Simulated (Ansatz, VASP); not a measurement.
YHf2 in VASP and in Ansatz

```
Y Hf
1.0
    -1.89678    1.89678    5.32151
     1.89678   -1.89678    5.32151
     1.89678    1.89678   -5.32151
Y Hf
1 2
Direct
  0.00000 0.00000 0.00000
  0.68876 0.68876 0.00000
  0.31124 0.31124 0.00000
```

Alike in both runs: functional PBE; k mesh 18 × 18 × 18; occupations gaussian, width 0.1 eV; no spin polarisation.

Ansatz relaxed the structure, and its values are those at the end. VASP's run is a single point on that final structure, the one shown.

```csv
,VASP,Ansatz
version,VASP 6.6.1,Ansatz 0.2.0
potentials or method,"VASP PAW PBE potentials, release 64 (Y_sv, Hf_pv), cutoff 520 eV","scalar-relativistic, plane waves, PAW"
valence electrons in the cell,31,63
```

VASP gave:

* gap on the k mesh at the Fermi level (eV): none
* pressure (GPa): -0.2
* rms of the force components (eV/Å): 0.007

What did Ansatz give for the same quantities?

gap on the k mesh at the Fermi level (eV): none; pressure (GPa): 0.0; rms of the force components (eV/Å): 0.000.

A gap of «none» marks a metal or a gap that the smearing closes. With one functional, cell and mesh, what is left measures potentials, basis and numerics. VASP's potentials hold 31 valence electrons a cell and Ansatz's 63, so a difference there can come from the potentials and not from the codes.

Spin-orbit coupling is off throughout.
